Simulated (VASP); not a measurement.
# AlN (Fm-3m) in VASP: a series of runs, part 2 of 2

VASP 6.6.1.

## 4. Single point, HSE06

This run uses another cell than the first one, of 8.18 Å³/atom.

POSCAR reads:

```
AlN
1.0
    0.0000000000      2.0151284058      2.0151284058
    2.0151284058      0.0000000000      2.0151284058
    2.0151284058      2.0151284058      0.0000000000
Al N
1 1
Direct
    0.5000000000      0.5000000000      0.5000000000
    0.0000000000      0.0000000000      0.0000000000
```

INCAR.step1 reads:

```
PREC     = Accurate       # precision mode
ENCUT    = 520            # plane-wave cutoff, eV
EDIFF    = 1E-5           # SCF threshold, eV
ISMEAR   = 0              # smearing method
SIGMA    = 0.02           # smearing width, eV
LREAL    = False          # projectors in reciprocal space
LASPH    = True           # aspherical terms in the spheres
NELM     = 80             # most SCF steps
ALGO     = Normal         # electronic algorithm
ISIF     = 2              # what is computed and relaxed
LWAVE    = True           # write WAVECAR
LCHARG   = False          # write CHGCAR
NBANDS   = 11             # bands
GGA      = PE             # functional
```

INCAR.step2 reads:

```
PREC     = Accurate       # precision mode
ENCUT    = 520            # plane-wave cutoff, eV
EDIFF    = 1E-6           # SCF threshold, eV
ISMEAR   = 0              # smearing method
SIGMA    = 0.02           # smearing width, eV
LREAL    = False          # projectors in reciprocal space
LASPH    = True           # aspherical terms in the spheres
NELM     = 80             # most SCF steps
ALGO     = Normal         # electronic algorithm
ISIF     = 2              # what is computed and relaxed
LWAVE    = False          # write WAVECAR
LCHARG   = False          # write CHGCAR
GGA      = PE             # functional
LHFCALC  = True           # exact exchange
HFSCREEN = 0.2079         # screening, 1/A
PRECFOCK = Normal       
NBANDS   = 11             # bands
ISTART   = 1
```

KPOINTS reads:

```
regular mesh
0
Gamma
  6 6 6
```

Potentials or basis: VASP PAW PBE potentials, release 64 (Al, N).

On the command line:

```console
> cat potpaw_PBE.64/Al/POTCAR potpaw_PBE.64/N/POTCAR > POTCAR
> cp INCAR.step1 INCAR
> mpirun -np 1 vasp_std > vasp.out
> cp INCAR.step2 INCAR
> mpirun -np 1 vasp_std > vasp.out
```

OUTCAR:

```text
PREC = Accurate
   ENCUT = 520
   EDIFF = 1E-6
   ISMEAR = 0
   LREAL = False
   LASPH = True
   NELM = 80
   ISIF = 2
   GGA = PE
   LHFCALC = True
   HFSCREEN = 0.2079
   PRECFOCK = Normal
   ISTART = 1

 ion  position               nearest neighbor table
   1  0.500  0.500  0.500-   2 2.02   2 2.02   2 2.02   2 2.02   2 2.02   2 2.02
   2  0.000  0.000  0.000-   1 2.02   1 2.02   1 2.02   1 2.02   1 2.02   1 2.02

  LATTYP: Found a face centered cubic cell.
 ALAT       =     4.0302568116

[... 411 lines left out ...]
------------------------ aborting loop because EDIFF is reached ----------------------------------------

  FORCE on cell =-STRESS in cart. coord.  units (eV):
  Direction    XX          YY          ZZ          XY          YZ          ZX
  --------------------------------------------------------------------------------------
  -------------------------------------------------------------------------------------
  Total        0.0088157      0.0088157      0.0088157      0.0000000      0.0000000     -0.0000000
  in kB        0.8630384      0.8630384      0.8630384      0.0000000      0.0000000     -0.0000000
  external PRESSURE =       0.8630384 kB  Pullay stress =       0.0000000 kB

 VOLUME and BASIS-vectors are now :
 -----------------------------------------------------------------------------
  energy-cutoff  :      520.00
  volume of cell :       16.37
      direct lattice vectors                 reciprocal lattice vectors
     0.000000000  2.015128406  2.015128406    -0.248123146  0.248123146  0.248123146
     2.015128406  0.000000000  2.015128406     0.248123146 -0.248123146  0.248123146
     2.015128406  2.015128406  0.000000000     0.248123146  0.248123146 -0.248123146

 POSITION                                       TOTAL-FORCE (eV/Angst)
 -----------------------------------------------------------------------------------
      2.01513      2.01513      2.01513         0.000000      0.000000     -0.000000
      0.00000      0.00000      0.00000        -0.000000     -0.000000      0.000000
 -----------------------------------------------------------------------------------
    total drift:                               -0.000005     -0.000008     -0.000008

  FREE ENERGIE OF THE ION-ELECTRON SYSTEM (eV)
  ---------------------------------------------------
  free  energy   TOTEN  =       -17.1301446424 eV

  energy  without entropy=      -17.1301446424  energy(sigma->0) =      -17.13014464
```

It took 86 s on 1 thread of Intel Xeon 6975P-C (Granite Rapids), shared host; peak memory 0.23 GiB.

What came out:

```
Free energy            : -17.1301 eV
Pressure               : 0.1 GPa
Band gap on the k mesh : 6.07 eV (least direct gap 7.35 eV)
```

Caveat: the k points lie up to 0.45 Å⁻¹ apart; the PAW data sets were made with another functional, which shifts forces and pressure a little. A k mesh can miss the band edges.

## 5. Single point, HSE06 (8.43 Å³/atom)

This run uses another cell than the first one, of 8.43 Å³/atom.

POSCAR reads:

```
AlN
1.0
    0.0000000000      2.0350814698      2.0350814698
    2.0350814698      0.0000000000      2.0350814698
    2.0350814698      2.0350814698      0.0000000000
Al N
1 1
Direct
    0.5000000000      0.5000000000      0.5000000000
    0.0000000000      0.0000000000      0.0000000000
```

INCAR.step1 reads:

```
SYSTEM = AlN
PREC = Accurate
ENCUT = 520
EDIFF = 1E-5
ISMEAR = 0
SIGMA = 0.02
LREAL = .FALSE.
LASPH = .TRUE.
NELM = 60
ALGO = Normal
ISIF = 2
LWAVE = .TRUE.
LCHARG = .FALSE.
NBANDS = 11
GGA = PE
```

INCAR.step2 reads:

```
SYSTEM = AlN
PREC = Accurate
ENCUT = 520
EDIFF = 1E-7
ISMEAR = 0
SIGMA = 0.02
LREAL = .FALSE.
LASPH = .TRUE.
NELM = 60
ALGO = Normal
ISIF = 2
LWAVE = .FALSE.
LCHARG = .FALSE.
GGA = PE
LHFCALC = .TRUE.
HFSCREEN = 0.2079
PRECFOCK = Normal
NBANDS = 11
ISTART = 1
```

KPOINTS reads:

```
Automatic mesh
0
G
  6 6 6
  0 0 0
```

On the command line:

```console
> cat potpaw_PBE.64/Al/POTCAR potpaw_PBE.64/N/POTCAR > POTCAR
> cp INCAR.step1 INCAR
> mpirun -np 1 vasp_std > vasp.out
> cp INCAR.step2 INCAR
> mpirun -np 1 vasp_std > vasp.out
```

Run time: 3.3 min. Hardware: 1 thread of Intel Xeon 6975P-C (Granite Rapids), shared host; peak memory 0.24 GiB.

It converged, with:

| Property | Result |
| --- | --- |
| Free energy | -17.1186 eV |
| Pressure | -7.7 GPa |
| Band gap on the k mesh | 5.76 eV (least direct gap 6.89 eV) |

Levels at points of the mesh, in eV from the valence-band top:
```
           k point  band 2  band 3  band 4  band 5  band 6  band 7
(0.00, 0.00, 0.00)    0.00    0.00    0.00    6.89   13.72   13.72
(0.50, 0.00, 0.00)   -8.87   -1.12   -1.12    7.39   12.41   12.41
(0.50, 0.50, 0.00)   -7.88   -3.00   -3.00    5.76    6.64   15.98
```

Caveat: the k points lie up to 0.45 Å⁻¹ apart; the PAW data sets were made with another functional, which shifts forces and pressure a little. A k mesh can miss the band edges.

## 6. Single point, HSE06 (8.67 Å³/atom)

This run uses another cell than the first one, of 8.67 Å³/atom.

POSCAR reads:

```
AlN
1.0
    0.0000000000      2.0546507614      2.0546507614
    2.0546507614      0.0000000000      2.0546507614
    2.0546507614      2.0546507614      0.0000000000
Al N
1 1
Direct
    0.5000000000      0.5000000000      0.5000000000
    0.0000000000      0.0000000000      0.0000000000
```

INCAR.step1 reads:

```
  ALGO = Normal
  EDIFF = 1E-5
  ENCUT = 520
  GGA = PE
  ISIF = 2
  ISMEAR = 0
  LASPH = T
  LCHARG = F
  LREAL = F
  LWAVE = T
  NBANDS = 11
  NELM = 80
  PREC = Accurate
  SIGMA = 0.02
```

INCAR.step2 reads:

```
  ALGO = Normal
  EDIFF = 1E-6
  ENCUT = 520
  GGA = PE
  HFSCREEN = 0.2079
  ISIF = 2
  ISMEAR = 0
  ISTART = 1
  LASPH = T
  LCHARG = F
  LHFCALC = T
  LREAL = F
  LWAVE = F
  NBANDS = 11
  NELM = 80
  PREC = Accurate
  PRECFOCK = Normal
  SIGMA = 0.02
```

KPOINTS reads:

```
k-points
0
Gamma
  6 6 6
```

Potentials or basis: VASP PAW PBE potentials, release 64 (Al, N).

On the command line:

```console
> cat potpaw_PBE.64/Al/POTCAR potpaw_PBE.64/N/POTCAR > POTCAR
> cp INCAR.step1 INCAR
> mpirun -np 1 vasp_std > vasp.out
> cp INCAR.step2 INCAR
> mpirun -np 1 vasp_std > vasp.out
```

Wall time 2.5 min (1 thread of Intel Xeon 6975P-C (Granite Rapids), shared host); peak memory 0.24 GiB.

The run converged. Its results:

| Quantity | Value |
| --- | --- |
| Free energy | -17.0846 eV |
| Pressure | -14.5 GPa |
| Band gap on the k mesh | 5.47 eV (least direct gap 6.45 eV) |

Levels at points of the mesh, in eV from the valence-band top:
```
           k point  band 2  band 3  band 4  band 5  band 6  band 7
(0.00, 0.00, 0.00)    0.00    0.00    0.00    6.45   13.61   13.61
(0.50, 0.00, 0.00)   -8.68   -1.07   -1.07    7.19   12.16   12.16
(0.50, 0.50, 0.00)   -7.68   -2.92   -2.92    5.47    6.67   15.61
```

Caveat: the k points lie up to 0.44 Å⁻¹ apart; the PAW data sets were made with another functional, which shifts forces and pressure a little.

## 7. The runs side by side

```tsv
cell	gap on the mesh (eV)	pressure (GPa)
a = 2.792 Å, angles 60.0°, 2 atoms	6.51	19.7
a = 2.821 Å, angles 60.0°, 2 atoms	6.40	9.2
a = 2.850 Å, angles 60.0°, 2 atoms	6.07	0.1
a = 2.878 Å, angles 60.0°, 2 atoms	5.76	-7.7
a = 2.906 Å, angles 60.0°, 2 atoms	5.47	-14.5
```

Alike in all rows: task single point; level HSE06; potentials or basis VASP PAW PBE potentials, release 64 (Al, N); no spin polarisation; k mesh 6 × 6 × 6; cutoff (eV) 520; smearing gaussian 0.02 eV.

Caveats: all runs use coarse meshes; the PAW data sets were made with another functional, which shifts forces and pressure a little.

Absolute energies hang on the potentials; compare differences alone.
